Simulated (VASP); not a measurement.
# Y3F2 in VASP: notebook

Y3F2 is run at these levels: PBE; tasks: relaxation of cell and atoms, single point.

Program: VASP 6.6.1. These are calculated values, not measurements. Logs are shortened: lines on timing, memory, paths and dates and some standing lists are left out, and cuts for length are marked.

## (1) The cell of the first run

Symmetry: I4/mmm, No. 139, tetragonal system. The conventional cell has a = 3.650 Å, b = 3.650 Å, c = 13.500 Å, α = 90.00°, β = 90.00°, γ = 90.00°. Within 2.9 Å of Y (site symmetry 4mm) lie 4 F at 2.23 Å. Y (site symmetry 4/mmm) has 12 Y at 3.32 to 3.65 Å and 8 F at 3.84 Å within 4.4 Å. F (site symmetry -4m2) has 4 Y at 2.23 Å and 4 F at 2.58 Å within 2.9 Å.

## (2) Relaxation of cell and atoms, PBE

INCAR reads:

```
SYSTEM = Y3F2
ALGO = Normal
EDIFF = 1E-6
EDIFFG = -0.08
ENCUT = 600
GGA = PE
IBRION = 2
ISIF = 3
ISMEAR = 0
LASPH = .TRUE.
LCHARG = .FALSE.
LREAL = .FALSE.
LWAVE = .FALSE.
NELM = 60
NSW = 36
PREC = Accurate
SIGMA = 0.2
```

KPOINTS reads:

```
k-points
0
G
  6 6 6
  0 0 0
```

POSCAR reads:

```
Y3F2
1.0
   -1.8250000000      1.8250000000      6.7500000000
    1.8250000000     -1.8250000000      6.7500000000
    1.8250000000      1.8250000000     -6.7500000000
Y F
3 2
Direct
    0.3450000000      0.3450000000      0.0000000000
    0.6550000000      0.6550000000      0.0000000000
    0.0000000000      0.0000000000      0.0000000000
    0.2500000000      0.7500000000      0.5000000000
    0.7500000000      0.2500000000      0.5000000000
```

Potentials or basis: VASP PAW PBE potentials, release 64 (Y_sv, F).

Started as:

```console
cat potpaw_PBE.64/Y_sv/POTCAR potpaw_PBE.64/F/POTCAR > POTCAR
mpirun -np 1 vasp_std > vasp.out
```

OUTCAR:

```text
SYSTEM = Y3F2
   EDIFF = 1E-6
   EDIFFG = -0.08
   ENCUT = 600
   GGA = PE
   IBRION = 2
   ISIF = 3
   ISMEAR = 0
   LASPH = .TRUE.
   LREAL = .FALSE.
   NELM = 60
   NSW = 36
   PREC = Accurate

 ion  position               nearest neighbor table
   1  0.345  0.345  0.000-   4 2.23   5 2.23   4 2.23   5 2.23   3 3.32   3 3.32   3 3.32   3 3.32
                             2 3.64   2 3.64   2 3.64   2 3.64   2 4.19
   2  0.655  0.655  0.000-   4 2.23   5 2.23   4 2.23   5 2.23   3 3.32   3 3.32   3 3.32   3 3.32
                             1 3.64   1 3.64   1 3.64   1 3.64   1 4.19
   3  0.000  0.000  0.000-   2 3.32   2 3.32   2 3.32   1 3.32   2 3.32   1 3.32   1 3.32   1 3.32

   4  0.250  0.750  0.500-   1 2.23   2 2.23   1 2.23   2 2.23
   5  0.750  0.250  0.500-   1 2.23   2 2.23   1 2.23   2 2.23

  LATTYP: Found a body centered tetragonal cell.
 ALAT       =     3.6500000000
 C/A-ratio  =     3.6986301370

  Lattice vectors:

 A1 = (  -1.8250000000,   1.8250000000,   6.7500000000)
 A2 = (   1.8250000000,  -1.8250000000,   6.7500000000)
 A3 = (   1.8250000000,   1.8250000000,  -6.7500000000)

Analysis of symmetry for initial positions (statically):
=====================================================================
 Subroutine PRICEL returns:
 Original cell was already a primitive cell.

 Routine SETGRP: Setting up the symmetry group for a
 body centered tetragonal supercell.

 Subroutine GETGRP returns: Found 16 space group operations
 (whereof 16 operations were pure point group operations)
 out of a pool of 16 trial point group operations.

The static configuration has the point symmetry D_4h.

Analysis of symmetry for dynamics (positions and initial velocities):
=====================================================================
 Subroutine PRICEL returns:
 Original cell was already a primitive cell.

 Routine SETGRP: Setting up the symmetry group for a
 body centered tetragonal supercell.

 Subroutine GETGRP returns: Found 16 space group operations
 (whereof 16 operations were pure point group operations)
 out of a pool of 16 trial point group operations.

The dynamic configuration has the point symmetry D_4h.

 Subroutine INISYM returns: Found 16 space group operations
 (whereof 16 operations are pure point group operations),
 and found     1 'primitive' translations

----------------------------------------------------------------------------------------

                                     Primitive cell

  volume of cell :      89.9269

  direct lattice vectors                    reciprocal lattice vectors
    -1.825000000  1.825000000  6.750000000     0.000000000  0.273972603  0.074074074
     1.825000000 -1.825000000  6.750000000     0.273972603  0.000000000  0.074074074
     1.825000000  1.825000000 -6.750000000     0.273972603  0.273972603  0.000000000
[... 79 lines left out ...]
   NGXF,Y,Z  is equivalent  to a cutoff of  27.61, 27.61, 27.61 a.u.
 SYSTEM =  Y3F2
   PREC   = accura    normal or accurate (medium, high low for compatibility)
   ISTART =      0    job   : 0-new  1-cont  2-samecut
   ICHARG =      2    charge: 1-file 2-atom 10-const
   ISPIN  =      1    spin polarized calculation?
   LNONCOLLINEAR =      F non collinear calculations
   LSORBIT =      F    spin-orbit coupling
   LASPH  =      T    aspherical Exc in radial PAW
   ENCUT  =  600.0 eV  44.10 Ry    6.64 a.u.  14.43 14.43 14.43*2*pi/ulx,y,z
   NELM   =     60;   NELMIN=  2; NELMDL= -5     # of ELM steps
   EDIFF  = 0.1E-05   stopping-criterion for ELM
   LREAL  =      F    real-space projection
   EDIFFG = -.8E-01   stopping-criterion for IOM
   NSW    =     36    number of steps for IOM
   IBRION =      2    ionic relax: 0-MD 1-quasi-New 2-CG
   NFREE  =      1    steps in history (QN), initial steepest desc. (CG)
   ISIF   =      3    stress and relaxation
   ISYM   =      2    0-nonsym 1-usesym 2-fastsym
   POTIM  = 0.5000    time-step for ionic-motion
   TEBEG  =    0.0;   TEEND  =   0.0 temperature during run
   PSTRESS=    0.0 pullay stress
   NELECT =      47.0000    total number of electrons
   NUPDOWN=      -1.0000    fix difference up-down
   EMIN   =  10.00;   EMAX   =-10.00  energy-range for DOS
   EFERMI =   0.00;   METHOD = LEGACY
   ISMEAR =     0;   SIGMA  =   0.20  broadening in eV -4-tet -1-fermi 0-gaus
   EFERMI_NEDOS =   21; number of points for ismear=-14 and -15
   IALGO  =     38    algorithm
   IMIX   =      4    mixing-type and parameters
     AMIX     =   0.40;   BMIX     =  1.00
     AMIX_MAG =   1.60;   BMIX_MAG =  1.00
  volume/ion in A,a.u.               =      17.99       121.37
  Fermi-wavevector in a.u.,A,eV,Ry     =   1.318695  2.491972 23.659931  1.738956
  Thomas-Fermi vector in A             =   2.448646
   LORBIT       =      0    0 simple, 1 ext, 2 COOP (PROOUT), +10 PAW based schemes
   GGA     = PE    functional components
   LHFCALC =     F    Hartree Fock is set to
   AEXX    =    0.0000 exact exchange contribution
   IVDW    =     0    specifies the selected vdW correction
   LEPSILON=     F    determine dielectric tensor
   LRPA    =     F    only Hartree local field effects (RPA)
 conjugate gradient relaxation of ions
 non-spin polarized calculation
 Gauss-broadening in eV      SIGMA  =   0.20
  energy-cutoff  :      600.00
  volume of cell :       89.93
 maximum number of plane-waves:      3025
 NGX is ok and might be reduce to    60
   NGX = 29   NGY = 29   NGZ = 29

--------------------------------------- Ionic step        1  -------------------------------------------

 number of electron      46.9999994 magnetization

 Free energy of the ion-electron system (eV)
  ---------------------------------------------------
  ext. energy  EPLUGINS =         0.00000000
  ---------------------------------------------------
  free energy    TOTEN  =       -31.06481295 eV

  energy without entropy =      -30.99062921  energy(sigma->0) =      -31.02772108

 E-fermi :   5.1964     XC(G=0): -10.6191

 val. band max:        5.1141573920   @ k =   0.5000   0.5000   0.1667
 cond. band min:       5.1969501405   @ k =  -0.1667   0.1667   0.0000
 fundamental gap:      0.0827927485
 Fermi energy:         5.1963609732

 k-point     1 :       0.0000    0.0000    0.0000
  band No.  band energies     occupation
      1     -38.0773      2.00000
      2     -37.9830      2.00000
      3     -36.5012      2.00000
      4     -23.2804      2.00000
      5     -22.1603      2.00000
      6     -18.1815      2.00000
[... 1046 lines left out ...]
--------------------------------------- Ionic step        9  -------------------------------------------

 number of electron      47.0000014 magnetization

 Free energy of the ion-electron system (eV)
  ---------------------------------------------------
  ext. energy  EPLUGINS =         0.00000000
  ---------------------------------------------------
  free energy    TOTEN  =       -33.15584650 eV

  energy without entropy =      -33.05512554  energy(sigma->0) =      -33.10548602

 E-fermi :   3.6556     XC(G=0):  -9.6476

 val. band max:        3.6452888989   @ k =  -0.3333   0.3333   0.0000
 cond. band min:       3.6819806225   @ k =   0.5000   0.5000   0.3333
 fundamental gap:      0.0366917236
 Fermi energy:         3.6555502853

 k-point     1 :       0.0000    0.0000    0.0000
  band No.  band energies     occupation
      1     -39.9975      2.00000
      2     -39.9783      2.00000
      3     -38.8771      2.00000
      4     -23.2717      2.00000
      5     -22.0966      2.00000
      6     -19.9053      2.00000
[... 767 lines left out ...]
  FREE ENERGIE OF THE ION-ELECTRON SYSTEM (eV)
  ---------------------------------------------------
  free  energy   TOTEN  =       -33.1558464983 eV

  energy  without entropy=      -33.0551255356  energy(sigma->0) =      -33.10548602

 reached required accuracy - stopping structural energy minimisation
```

OSZICAR:

```text
N       E                     dE             d eps       ncg     rms          rms(c)
DAV:   1     0.345718509196E+03    0.34572E+03   -0.27492E+04  1680   0.186E+03
DAV:   2    -0.722034565996E+01   -0.35294E+03   -0.34608E+03  2064   0.418E+02
DAV:   3    -0.312639958536E+02   -0.24044E+02   -0.23061E+02  2336   0.887E+01
[... 97 lines left out ...]
DAV:   4    -0.331538094932E+02    0.14101E-02   -0.24147E-02  2488   0.620E-01    0.308E-01
DAV:   5    -0.331547605570E+02   -0.95106E-03   -0.15812E-03  2348   0.189E-01    0.198E-01
DAV:   6    -0.331556927306E+02   -0.93217E-03   -0.11805E-03  2724   0.132E-01    0.621E-02
DAV:   7    -0.331558288723E+02   -0.13614E-03   -0.40072E-04  2852   0.751E-02    0.322E-02
DAV:   8    -0.331558469268E+02   -0.18055E-04   -0.78241E-05  2272   0.427E-02    0.118E-02
DAV:   9    -0.331558464983E+02    0.42852E-06   -0.84714E-06  2048   0.138E-02
   9 F= -.33155846E+02 E0= -.33105486E+02  d E =-.959342E-02
```

It took 51 min on 1 thread of Intel Xeon 8259CL, shared host; peak memory 0.63 GiB.

Results:

```
Free energy                           : -33.1558 eV
Relaxed volume                        : 22.44 Å³/atom
Relaxed cell                          : a = 8.712 Å, b = 8.712 Å, c = 8.712 Å, α = 155.66°, β = 155.66°, γ = 34.69°
Space group after relaxing (to 0.1 Å) : I4/mmm (No. 139)
Energy gained by relaxing             : 418.2 meV/atom
Ionic steps                           : 9
Pressure after relaxing               : 0.1 GPa
Largest force after relaxing          : 0.019 eV/Å
Band gap on the k mesh                : zero (an odd number of electrons rules out a gap without spin polarisation)
```

Forces in eV/Å, atoms in the order of the input:
```
Y    0.000  0.000 -0.019
Y    0.000  0.000  0.019
Y    0.000  0.000  0.000
F    0.000  0.000  0.000
F    0.000  0.000  0.000
```

Step by step:
```tsv
step	energy change (eV)	largest force (eV/Å)	pressure (GPa)	volume (Å³)
1	0.0000	2.2590	23.46	89.93
2	-1.3196	1.1642	-6.89	128.53
3	-1.6975	0.4615	-0.57	113.46
4	-1.8829	0.5342	-0.72	113.41
5	-2.0508	0.6436	-0.96	112.57
6	-2.0528	0.6312	-0.93	112.76
7	-2.0801	0.0676	1.30	110.05
8	-2.0814	0.1718	0.88	110.52
9	-2.0910	0.0189	0.14	112.21
```

Final structure:
```yaml
crystal:
  lattice:
    - [-1.83668, 1.83668, 8.31581]
    - [1.83668, -1.83668, 8.31581]
    - [1.83668, 1.83668, -8.31581]
  atoms:
    - { symbol: Y, position: [0.34378, 0.34378, 0.00000] }
    - { symbol: Y, position: [0.65622, 0.65622, 0.00000] }
    - { symbol: Y, position: [0.00000, 0.00000, 0.00000] }
    - { symbol: F, position: [0.25000, 0.75000, 0.50000] }
    - { symbol: F, position: [0.75000, 0.25000, 0.50000] }
```

Levels at points of the mesh, in eV from the Fermi level:
```csv
k point,band 21,band 22,band 23,band 24,band 25,band 26
"(0.00, 0.00, 0.00)",-3.82,-1.22,-1.20,0.10,0.49,1.25
"(0.50, 0.00, 0.00)",-1.74,-0.84,-0.61,0.12,1.03,1.12
"(0.50, 0.50, 0.00)",-1.01,-0.88,-0.36,-0.35,-0.31,0.60
"(0.50, 0.50, 0.50)",-3.46,-2.17,-0.82,-0.28,1.55,1.58
```

Caveat: the volume moved by over 15 % at a fixed basis, so the end points are rough; an odd number of electrons without spin polarisation forces a metal; a magnetic or distorted state may lie lower.

[end of part 1 of 2]
